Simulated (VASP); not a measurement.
# Au (Im-3m) in VASP: settings compared, part 2 of 2

VASP 6.6.1.

## Step 3: Single point, LDA

This run uses another cell than the first one, of 16.64 Å³/atom, 0.914 times its volume.

INCAR reads:

```
SYSTEM = Au
PREC = Accurate ; ENCUT = 520
EDIFF = 1E-7 ; ISMEAR = -1
SIGMA = 0.05 ; LREAL = .False.
LASPH = .True. ; NELM = 60
ALGO = Normal ; ISIF = 2
LWAVE = .False. ; LCHARG = .False.
GGA = CA ; NBANDS = 12
```

KPOINTS reads:

```
regular mesh
0
Gamma
  11 11 11
  0 0 0
```

POSCAR reads:

```
Au
1.0
   -1.6082417593      1.6082417593      1.6082417593
    1.6082417593     -1.6082417593      1.6082417593
    1.6082417593      1.6082417593     -1.6082417593
Au
1
Direct
    0.0000000000      0.0000000000      0.0000000000
```

Potentials or basis: VASP PAW LDA potentials, release 64 (Au).

Command:

```sh
$ cat potpaw_LDA.64/Au/POTCAR > POTCAR
$ mpirun -np 1 vasp_std > vasp.out
```

OUTCAR:

```text
SYSTEM = Au
   PREC = Accurate
   ENCUT = 520
   EDIFF = 1E-7
   ISMEAR = -1
   LREAL = .False.
   LASPH = .True.
   NELM = 60
   ISIF = 2
   GGA = CA

 ion  position               nearest neighbor table
   1  0.000  0.000  0.000-

  LATTYP: Found a body centered cubic cell.
 ALAT       =     3.2164835186

  Lattice vectors:

 A1 = (  -1.6082417593,   1.6082417593,   1.6082417593)
 A2 = (   1.6082417593,  -1.6082417593,   1.6082417593)
 A3 = (   1.6082417593,   1.6082417593,  -1.6082417593)

Analysis of symmetry for initial positions (statically):
=====================================================================
 Subroutine PRICEL returns:
 Original cell was already a primitive cell.

 Routine SETGRP: Setting up the symmetry group for a
 body centered cubic supercell.

 Subroutine GETGRP returns: Found 48 space group operations
 (whereof 48 operations were pure point group operations)
 out of a pool of 48 trial point group operations.

The static configuration has the point symmetry O_h .

Analysis of symmetry for dynamics (positions and initial velocities):
=====================================================================
 Subroutine PRICEL returns:
 Original cell was already a primitive cell.

 Routine SETGRP: Setting up the symmetry group for a
 body centered cubic supercell.

 Subroutine GETGRP returns: Found 48 space group operations
 (whereof 48 operations were pure point group operations)
 out of a pool of 48 trial point group operations.

The dynamic configuration has the point symmetry O_h .

 Subroutine INISYM returns: Found 48 space group operations
 (whereof 48 operations are pure point group operations),
 and found     1 'primitive' translations

----------------------------------------------------------------------------------------

[... 109 lines left out ...]
     AMIX     =   0.40;   BMIX     =  1.00
     AMIX_MAG =   1.60;   BMIX_MAG =  1.00
  volume/ion in A,a.u.               =      16.64       112.28
  Fermi-wavevector in a.u.,A,eV,Ry     =   1.426158  2.695048 27.673263  2.033927
  Thomas-Fermi vector in A             =   2.546465
   LORBIT       =      0    0 simple, 1 ext, 2 COOP (PROOUT), +10 PAW based schemes
   GGA     = CA    functional components
   LHFCALC =     F    Hartree Fock is set to
   AEXX    =    0.0000 exact exchange contribution
   IVDW    =     0    specifies the selected vdW correction
   LEPSILON=     F    determine dielectric tensor
   LRPA    =     F    only Hartree local field effects (RPA)
 non-spin polarized calculation
  energy-cutoff  :      520.00
  volume of cell :       16.64
 maximum number of plane-waves:       460
 NGX is ok and might be reduce to    24
   NGX = 11   NGY = 11   NGZ = 11

 number of electron      11.0000000 magnetization

 Free energy of the ion-electron system (eV)
  ---------------------------------------------------
  ext. energy  EPLUGINS =         0.00000000
  ---------------------------------------------------
  free energy    TOTEN  =        -4.41635254 eV

  energy without entropy =       -4.41136805  energy(sigma->0) =       -4.41386029

 E-fermi :   9.5341     XC(G=0): -13.1243

 val. band max:        9.5221130657   @ k =  -0.3636   0.3636   0.2727
 cond. band min:       9.5696800141   @ k =  -0.3636   0.4545   0.0909
 fundamental gap:      0.0475669485
 Fermi energy:         9.5340622865

 k-point     1 :       0.0000    0.0000    0.0000
  band No.  band energies     occupation
      1      -0.4630      2.00000
      2       4.6734      2.00000
      3       4.6734      2.00000
      4       4.6734      2.00000
      5       6.7163      2.00000
      6       6.7163      2.00000
      7      26.1664      0.00000
      8      26.1664      0.00000
      9      26.1664      0.00000
     10      34.3656      0.00000
     11      34.3656      0.00000
     12      34.3656      0.00000
[... 331 lines left out ...]
 k-point    24 :       0.3636    0.1818    0.0909
  band No.  band energies     occupation
      1       3.1441      2.00000
      2       3.7134      2.00000
      3       5.4559      2.00000
      4       6.7819      2.00000
      5       6.9944      2.00000
      6      12.9475      0.00000
      7      13.0517      0.00000
      8      18.8122      0.00000
      9      21.4233      0.00000
     10      32.0140      0.00000
     11      33.5518      0.00000
     12      35.9878      0.00000

 [... further k-points ...]
[... 5 lines left out ...]
  --------------------------------------------------------------------------------------
  -------------------------------------------------------------------------------------
  Total        0.0528641      0.0528641      0.0528641      0.0000000      0.0000000      0.0000000
  in kB        5.0904647      5.0904647      5.0904647      0.0000000      0.0000000      0.0000000
  external PRESSURE =       5.0904647 kB  Pullay stress =       0.0000000 kB

 VOLUME and BASIS-vectors are now :
 -----------------------------------------------------------------------------
  energy-cutoff  :      520.00
  volume of cell :       16.64
      direct lattice vectors                 reciprocal lattice vectors
    -1.608241759  1.608241759  1.608241759     0.000000000  0.310898531  0.310898531
     1.608241759 -1.608241759  1.608241759     0.310898531  0.000000000  0.310898531
     1.608241759  1.608241759 -1.608241759     0.310898531  0.310898531  0.000000000

 POSITION                                       TOTAL-FORCE (eV/Angst)
 -----------------------------------------------------------------------------------
      0.00000      0.00000      0.00000        -0.000000      0.000000     -0.000000
 -----------------------------------------------------------------------------------
    total drift:                                0.000000      0.000000     -0.000000

  FREE ENERGIE OF THE ION-ELECTRON SYSTEM (eV)
  ---------------------------------------------------
  free  energy   TOTEN  =        -4.4163525377 eV

  energy  without entropy=       -4.4113680506  energy(sigma->0) =       -4.41386029
```

Run time: 5.5 s. Hardware: 1 thread of Intel Xeon 6455B, shared host; peak memory 0.14 GiB.

What came out:

```
Free energy : -4.4164 eV
Pressure    : 0.5 GPa
```

Caveat: spin-orbit coupling is left out, which moves the levels of the heavy elements.
